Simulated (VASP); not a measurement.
# Ga6N7 (a cell with a defect) in VASP: further runs

The runs below take Ga6N7 (a cell with a defect) through single point, with PBE.

Everything below comes from runs of VASP 6.6.1. Logs are shortened: lines on timing, memory, paths and dates and some standing lists are left out, and cuts for length are marked.

## 1. The cell of the first run

The cell holds a defect, 13 atoms: a = 5.243 Å, b = 5.574 Å, c = 5.574 Å, α = 120.00°, β = 90.00°, γ = 90.00°.

## 2. Single point, PBE, collinear spin, ferromagnetic start

The input, INCAR:

```
SYSTEM = Ga6N7
  ALGO = Normal
  EDIFF = 1E-6
  ENCUT = 520
  GGA = PE
  ISIF = 2
  ISMEAR = 0
  ISPIN = 2
  LASPH = .TRUE.
  LCHARG = .FALSE.
  LORBIT = 11
  LREAL = .FALSE.
  LWAVE = .FALSE.
  MAGMOM = 0 0 0 0 0 0 0.17 0.17 0.17 0.19 0.19 0.19 1.59
  NBANDS = 72
  NELM = 150
  PREC = Accurate
  SIGMA = 0.02
```

The input, KPOINTS:

```
k-points
0
G
  3 3 3
  0 0 0
```

The input, POSCAR:

```
Ga6N7
1.0
    0.0000000000      0.0000000000      5.2431684095
    4.8275562239     -2.7871908853      0.0000000000
   -0.0000000001      5.5743817708      0.0000000000
Ga N
6 7
Direct
    0.5114014639      0.3309160838      0.3224483659
    0.4840866823      0.0095758595      0.6605914162
    0.5017258258      0.6674426668      0.9932549196
    1.0057679991      0.0036047224      0.3328363800
    1.0247567082      0.6404403919      0.6986433264
    1.0095534964      0.3407709665      1.0409564630
    0.8800987570      0.3526024185      0.3736918878
    0.8484358412      0.0546504251      0.6796967489
    0.8667869588      0.6442093796      1.0403414674
    0.3760563930      0.0017949040      0.3224626181
    0.3817630569      0.6649119868      0.6544615670
    0.3706810173      0.3333502347      0.9966236552
   -0.1715817479     -0.0442401891     -0.1160214492
```

Potentials or basis: VASP PAW PBE potentials, release 64 (Ga_d, N).

Launch:

```bash
cat potpaw_PBE.64/Ga_d/POTCAR potpaw_PBE.64/N/POTCAR > POTCAR
mpirun -np 1 vasp_std > vasp.out
```

OUTCAR:

```text
SYSTEM = Ga6N7
   EDIFF = 1E-6
   ENCUT = 520
   GGA = PE
   ISIF = 2
   ISMEAR = 0
   ISPIN = 2
   LASPH = .TRUE.
   LORBIT = 11
   LREAL = .FALSE.
   NELM = 150
   PREC = Accurate

 ion  position               nearest neighbor table
   1  0.511  0.331  0.322-   7 1.95  12 1.97  10 1.97  11 1.98
   2  0.484  0.010  0.661-   8 1.92  12 1.93  10 1.95  11 1.98  13 2.30
   3  0.502  0.667  0.993-   9 1.95  10 1.96  11 1.98  12 1.99
   4  0.006  0.004  0.333-  10 1.94   7 1.96   9 1.98   8 1.99
   5  0.025  0.640  0.699-  13 1.84   7 1.88  11 1.90   9 2.07
   6  0.010  0.341  0.041-   9 1.85  12 1.91   7 1.94   8 2.03  13 2.10
   7  0.880  0.353  0.374-   5 1.88   6 1.94   1 1.95   4 1.96
   8  0.848  0.055  0.680-  13 1.50   2 1.92   4 1.99   6 2.03
   9  0.867  0.644  0.040-   6 1.85   3 1.95   4 1.98   5 2.07
  10  0.376  0.002  0.322-   4 1.94   2 1.95   3 1.96   1 1.97
  11  0.382  0.665  0.654-   5 1.90   1 1.98   2 1.98   3 1.98
  12  0.371  0.333  0.997-   6 1.91   2 1.93   1 1.97   3 1.99
  13  0.828  0.956  0.884-   8 1.50   5 1.84   6 2.10   2 2.30

  LATTYP: Found a hexagonal cell.
 ALAT       =     5.5743817707
 C/A-ratio  =     0.9405829427

  Lattice vectors:

 A1 = (   4.8275562239,  -2.7871908853,   0.0000000000)
 A2 = (  -0.0000000001,   5.5743817708,   0.0000000000)
 A3 = (   0.0000000000,   0.0000000000,   5.2431684095)

Analysis of symmetry for initial positions (statically):
=====================================================================
 Subroutine PRICEL returns:
 Original cell was already a primitive cell.

 Routine SETGRP: Setting up the symmetry group for a
 hexagonal supercell.

 Subroutine GETGRP returns: Found  1 space group operations
 (whereof  1 operations were pure point group operations)
 out of a pool of 24 trial point group operations.

The static configuration has the point symmetry C_1 .

Analysis of symmetry for dynamics (positions and initial velocities):
=====================================================================
 Subroutine PRICEL returns:
 Original cell was already a primitive cell.

 Routine SETGRP: Setting up the symmetry group for a
 hexagonal supercell.

 Subroutine GETGRP returns: Found  1 space group operations
 (whereof  1 operations were pure point group operations)
 out of a pool of 24 trial point group operations.

The dynamic configuration has the point symmetry C_1 .

Analysis of structural, dynamic, and magnetic symmetry:
=====================================================================
 Subroutine PRICEL returns:
 Original cell was already a primitive cell.

 Routine SETGRP: Setting up the symmetry group for a
 hexagonal supercell.

 Subroutine GETGRP returns: Found  1 space group operations
 (whereof  1 operations were pure point group operations)
 out of a pool of 24 trial point group operations.

The overall configuration has the point symmetry C_1 .

 Subroutine INISYM returns: Found  1 space group operations
 (whereof  1 operations are pure point group operations),
 and found     1 'primitive' translations

----------------------------------------------------------------------------------------

                                     Primitive cell

  volume of cell :     141.0970

  direct lattice vectors                    reciprocal lattice vectors
     0.000000000  0.000000000  5.243168409     0.000000000  0.000000000  0.190724372
     4.827556224 -2.787190885  0.000000000     0.207144144  0.000000000  0.000000000
    -0.000000000  5.574381771  0.000000000     0.103572072  0.179392091  0.000000000

  length of vectors
     5.243168409  5.574381771  5.574381771     0.190724372  0.207144144  0.207144144

  position of ions in fractional coordinates (direct lattice)
     0.511401464  0.330916084  0.322448366
     0.484086682  0.009575860  0.660591416
     0.501725826  0.667442667  0.993254920
     0.005767999  0.003604722  0.332836380
     0.024756708  0.640440392  0.698643326
     0.009553496  0.340770967  0.040956463
     0.880098757  0.352602418  0.373691888
     0.848435841  0.054650425  0.679696749
     0.866786959  0.644209380  0.040341467
     0.376056393  0.001794904  0.322462618
     0.381763057  0.664911987  0.654461567
     0.370681017  0.333350235  0.996623655
     0.828418252  0.955759811  0.883978551

  ion indices of the primitive-cell ions
   primitive index   ion index
                 1           1
[... 78 lines left out ...]
   NFREE  =      0    steps in history (QN), initial steepest desc. (CG)
   ISIF   =      2    stress and relaxation
   ISYM   =      2    0-nonsym 1-usesym 2-fastsym
   POTIM  = 0.5000    time-step for ionic-motion
   TEBEG  =    0.0;   TEEND  =   0.0 temperature during run
   PSTRESS=    0.0 pullay stress
   NELECT =     113.0000    total number of electrons
   NUPDOWN=      -1.0000    fix difference up-down
   EMIN   =  10.00;   EMAX   =-10.00  energy-range for DOS
   EFERMI =   0.00;   METHOD = LEGACY
   ISMEAR =     0;   SIGMA  =   0.02  broadening in eV -4-tet -1-fermi 0-gaus
   EFERMI_NEDOS =   21; number of points for ismear=-14 and -15
   IALGO  =     38    algorithm
   IMIX   =      4    mixing-type and parameters
     AMIX     =   0.40;   BMIX     =  1.00
     AMIX_MAG =   1.60;   BMIX_MAG =  1.00
  volume/ion in A,a.u.               =      10.85        73.24
  Fermi-wavevector in a.u.,A,eV,Ry     =   1.520297  2.872944 31.447175  2.311302
  Thomas-Fermi vector in A             =   2.629166
   LORBIT       =     11    0 simple, 1 ext, 2 COOP (PROOUT), +10 PAW based schemes
   GGA     = PE    functional components
   LHFCALC =     F    Hartree Fock is set to
   AEXX    =    0.0000 exact exchange contribution
   IVDW    =     0    specifies the selected vdW correction
   LEPSILON=     F    determine dielectric tensor
   LRPA    =     F    only Hartree local field effects (RPA)
 spin polarized calculation
 Gauss-broadening in eV      SIGMA  =   0.02
  energy-cutoff  :      520.00
  volume of cell :      141.10
 maximum number of plane-waves:      3817
 NGX is ok and might be reduce to    40
   NGX = 19   NGY = 21   NGZ = 21

 number of electron     112.9999996 magnetization       0.8518936

 Free energy of the ion-electron system (eV)
  ---------------------------------------------------
  ext. energy  EPLUGINS =         0.00000000
  ---------------------------------------------------
  free energy    TOTEN  =       -75.50655693 eV

  energy without entropy =      -75.50606212  energy(sigma->0) =      -75.50630953

 E-fermi :   6.4497     XC(G=0): -11.8339

 val. band max:        6.3460868075   @ k =   0.0000  -0.3333   0.3333
 cond. band min:       6.4511101908   @ k =   0.3333   0.0000   0.0000
 fundamental gap:      0.1050233833
 Fermi energy:         6.4496859114

 spin component 1

 k-point     1 :       0.0000    0.0000    0.0000
  band No.  band energies     occupation
      1     -12.9309      1.00000
      2     -10.2169      1.00000
      3      -9.6486      1.00000
      4      -9.4915      1.00000
      5      -9.4808      1.00000
      6      -9.4034      1.00000
[... 983 lines left out ...]
     67      13.2651      0.00000
     68      13.5807      0.00000
 Fermi energy:         6.4496859114

 spin component 2

 k-point     1 :       0.0000    0.0000    0.0000
  band No.  band energies     occupation
      1     -12.6110      1.00000
      2     -10.1738      1.00000
      3      -9.6082      1.00000
      4      -9.4840      1.00000
      5      -9.4709      1.00000
      6      -9.3467      1.00000
[... 983 lines left out ...]
     67      13.3344      0.00000
     68      13.6701      0.00000
 [bands above 68 left out]

------------------------ aborting loop because EDIFF is reached ----------------------------------------

  FORCE on cell =-STRESS in cart. coord.  units (eV):
  Direction    XX          YY          ZZ          XY          YZ          ZX
  --------------------------------------------------------------------------------------
  -------------------------------------------------------------------------------------
  Total       12.9373254      9.2671020      9.1303806     -2.0536130      3.7271478     -2.2486187
  in kB      146.9052197    105.2292970    103.6768053    -23.3190761     42.3223082    -25.5333941
  external PRESSURE =     118.6037740 kB  Pullay stress =       0.0000000 kB

 VOLUME and BASIS-vectors are now :
 -----------------------------------------------------------------------------
  energy-cutoff  :      520.00
  volume of cell :      141.10
      direct lattice vectors                 reciprocal lattice vectors
     0.000000000  0.000000000  5.243168409     0.000000000  0.000000000  0.190724372
     4.827556224 -2.787190885  0.000000000     0.207144144  0.000000000  0.000000000
    -0.000000000  5.574381771  0.000000000     0.103572072  0.179392091  0.000000000

 POSITION                                       TOTAL-FORCE (eV/Angst)
 -----------------------------------------------------------------------------------
      1.59752      0.87512      2.68136        -0.021443      0.146883     -0.060577
      0.04623      3.65570      2.53815         0.010334      0.022482     -0.648357
      3.22212      3.67649      2.63063         0.054010      0.155651      0.419462
      0.01740      1.84531      0.03024        -0.628893     -0.032280     -0.274452
      3.09176      2.10948      0.12980        -0.708694      0.958259      0.032393
      1.64509     -0.72149      0.05009         0.348272      0.448001      0.112848
      1.70221      1.10033      4.61451        -0.301278      0.382101     -0.050761
      0.26383      3.63657      4.44849        -0.045387     -0.168977     -0.660939
      3.10996     -1.57066      4.54471         0.342946      0.379051      0.485935
      0.00866      1.79253      1.97173        -0.049699     -0.075293     -0.211472
      3.20990      1.79498      2.00165        -0.101399      0.233001      0.052397
      1.60927      4.62645      1.94354         0.153599      0.130260      0.071325
      4.61398      2.26375      4.34354         0.947632     -2.579139      0.732197
 -----------------------------------------------------------------------------------
    total drift:                               -0.001355      0.000000     -0.000479

  FREE ENERGIE OF THE ION-ELECTRON SYSTEM (eV)
  ---------------------------------------------------
  free  energy   TOTEN  =       -75.5065569280 eV

  energy  without entropy=      -75.5060621241  energy(sigma->0) =      -75.50630953

 total charge

# of ion       s       p       d       tot
------------------------------------------
    1        0.778   0.857  10.169  11.804
    2        0.777   0.884  10.201  11.863
    3        0.775   0.847  10.168  11.790
    4        0.788   0.848  10.167  11.803
    5        0.823   0.955  10.211  11.990
    6        0.789   0.946  10.233  11.968
    7        1.236   2.528   0.000   3.764
    8        1.248   2.485   0.000   3.733
    9        1.241   2.507   0.000   3.748
   10        1.226   2.513   0.000   3.739
   11        1.227   2.504   0.000   3.732
   12        1.223   2.522   0.000   3.745
   13        1.312   2.391   0.000   3.703
--------------------------------------------------
tot         13.444  22.787  61.150  97.381

 magnetization (x)

# of ion       s       p       d       tot
------------------------------------------
    1       -0.000  -0.001   0.000  -0.001
    2        0.000   0.000   0.004   0.004
    3       -0.000  -0.001   0.001  -0.001
    4       -0.001   0.000   0.007   0.006
    5        0.001   0.011   0.013   0.025
    6       -0.005  -0.009   0.025   0.012
    7        0.006   0.050   0.000   0.056
    8        0.006   0.175   0.000   0.181
    9        0.004   0.058   0.000   0.063
   10        0.000   0.007   0.000   0.007
   11        0.000   0.009   0.000   0.009
   12       -0.000  -0.001   0.000  -0.001
   13        0.008   0.283   0.000   0.292
--------------------------------------------------
tot          0.019   0.583   0.051   0.653
```

Wall time 10 min (1 thread of Intel Xeon Platinum 8175M at 2.50GHz (Skylake/Cascade Lake), shared host); peak memory 0.4 GiB.

What came out:

| Property | Result |
| --- | --- |
| Free energy | -75.5066 eV |
| Pressure | 11.9 GPa |
| Largest force | 2.844 eV/Å |
| Net moment | 0.85 μB per cell |
| Site moments | Ga -0.00, +0.00, +0.01, +0.03 (each value once); N +0.06, +0.18, +0.01, -0.00, +0.29 (each value once) μB |
| Valence electrons inside the program's atomic spheres | Ga 11.80, 11.86, 11.79, 11.99, 11.97 (each value once); N 3.76, 3.73, 3.75, 3.74, 3.70 (each value once) |

Forces in eV/Å, atoms in the order of the input:
```
Ga  -0.021  0.147 -0.061
Ga   0.010  0.022 -0.648
Ga   0.054  0.156  0.419
Ga  -0.629 -0.032 -0.274
Ga  -0.709  0.958  0.032
Ga   0.348  0.448  0.113
N   -0.301  0.382 -0.051
N   -0.045 -0.169 -0.661
N    0.343  0.379  0.486
N   -0.050 -0.075 -0.211
N   -0.101  0.233  0.052
N    0.154  0.130  0.071
N    0.948 -2.579  0.732
```

Stress tensor (GPa, compression positive):
```
14.69 -2.33 -2.55
-2.33 10.52  4.23
-2.55  4.23 10.37
```

Caveat: the k points lie up to 0.43 Å⁻¹ apart.

(Continued in part 2 of 2.)
